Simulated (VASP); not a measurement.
Input of a VASP 6.6.1 run:

Contents of INCAR:

```
SYSTEM = PbS
ALGO = Normal
EDIFF = 1E-7
ENCUT = 520
GGA = PE
ISIF = 2
ISMEAR = 0
LASPH = .True.
LCHARG = .False.
LREAL = .False.
LWAVE = .False.
NBANDS = 17
NELM = 100
PREC = Accurate
SIGMA = 0.03
```

The input KPOINTS:

```
k-points
0
Gamma
  10 10 10
  0 0 0
```

The input POSCAR:

```
PbS
1.0
    0.0000000000      2.8167500000      2.8167500000
    2.8167500000      0.0000000000      2.8167500000
    2.8167500000      2.8167500000      0.0000000000
Pb S
1 1
Direct
    0.0000000000      0.0000000000      0.0000000000
    0.5000000000      0.5000000000      0.5000000000
```

Potentials or basis: VASP PAW PBE potentials, release 64 (Pb_d, S).

Command:

```bash
$ cat potpaw_PBE.64/Pb_d/POTCAR potpaw_PBE.64/S/POTCAR > POTCAR
$ mpirun -np 1 vasp_std > vasp.out
```

Estimate the pressure.

15.2 GPa.

Estimate the band gap on the k mesh.

0.35 eV, direct.

Caveat: the cell differs from its parent crystal (strain -0.050 along x and y, -0.050 along z); spin-orbit coupling is left out, which moves the levels of the heavy elements. A k mesh can miss the band edges.
